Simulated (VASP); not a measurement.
Wanted: the native input for a VASP 6.6.1 run.

| Property | Result |
| --- | --- |
| Task | single point |
| Functional | PBE |
| Dispersion | D3(BJ) |
| Potentials or basis | VASP PAW PBE potentials, release 64 (Si, O) |
| Cutoff | 520 eV |
| k mesh | 2 × 2 × 2 |
| Occupations | fermi-dirac, width 0.02 eV |
| Spin | collinear spin, ferromagnetic start |
| Starting moments | [0.0, 0.0, 0.0, 0.0, 0.0, 0.0, 0.0, 0.0, 0.0, 0.0, 0.0, 0.0, 0.0, 0.0, 0.0, 0.0, 1.0] μB |
| Dipole correction | no |
| Further INCAR settings | LREAL = Auto; ALGO = Normal; EDIFF = 1e-07; NBANDS = 53 |

The structure of Si16O (a cell with a defect) lies in POSCAR:

```
Si16O
1.0
    0.0000000000      5.4300000000      5.4300000000
    5.4300000000      0.0000000000      5.4300000000
    5.4300000000      5.4300000000      0.0000000000
Si O
16 1
Direct
   -0.0432369107      0.0467515981      0.0086809563
    0.1236976944      0.1286803588      0.1252702507
   -0.0029909906     -0.0157854698      0.5012770459
    0.1301846680      0.0733876092      0.6525165130
   -0.0005249314      0.4981085395      0.0010769399
    0.1169982825      0.5775057687      0.1692362209
    0.0048288416      0.4449930553      0.5403825343
    0.1269511180      0.6086632494      0.6276410349
    0.4972229395      0.0159577197     -0.0018490329
    0.5856890822      0.1782391730      0.1204152468
    0.5016794276     -0.0002254674      0.4954161986
    0.6228728798      0.1249168691      0.6239977268
    0.4733920071      0.5496637534     -0.0046848893
    0.6234447007      0.6404407764      0.1282055868
    0.5010598201      0.4994395452      0.5023392534
    0.6298847310      0.6239238621      0.6238460675
    0.9368666602      0.8121168294      0.1914498261
```

One way to write it, as run:

INCAR

```
SYSTEM = Si16O
  ALGO = Normal
  EDIFF = 1E-7
  ENCUT = 520
  GGA = PE
  ISIF = 2
  ISMEAR = -1
  ISPIN = 2
  IVDW = 12
  LASPH = .TRUE.
  LCHARG = .TRUE.
  LELF = .TRUE.
  LORBIT = 11
  LREAL = Auto
  LVHAR = .TRUE.
  LWAVE = .FALSE.
  MAGMOM = 0 0 0 0 0 0 0 0 0 0 0 0 0 0 0 0 1
  NBANDS = 53
  NELM = 150
  PREC = Accurate
  SIGMA = 0.02
```

KPOINTS

```
k-points
0
G
  2 2 2
  0 0 0
```

Potentials or basis: VASP PAW PBE potentials, release 64 (Si, O).

Launch:

```bash
$ cat potpaw_PBE.64/Si/POTCAR potpaw_PBE.64/O/POTCAR > POTCAR
$ mpirun -np 1 vasp_std > vasp.out
```

Results of the run:

```
Pressure                                              : 1.7 GPa
Largest force                                         : 0.058 eV/Å
Band gap on the k mesh                                : 0.50 eV
Net moment                                            : 0.00 μB per cell
Valence electrons inside the program's atomic spheres : Si 1.69, 1.72, 1.71, 1.70, 1.68 (each value once); O 5.17
Dispersion energy per atom                            : -0.307 eV
```

Caveat: the k points lie up to 0.50 Å⁻¹ apart.

It took 13 min on 1 thread of Intel(R) Xeon(R) Platinum 8375C CPU @ 2.90GHz (Ice Lake), on a shared host, peak memory 0.72 GiB.
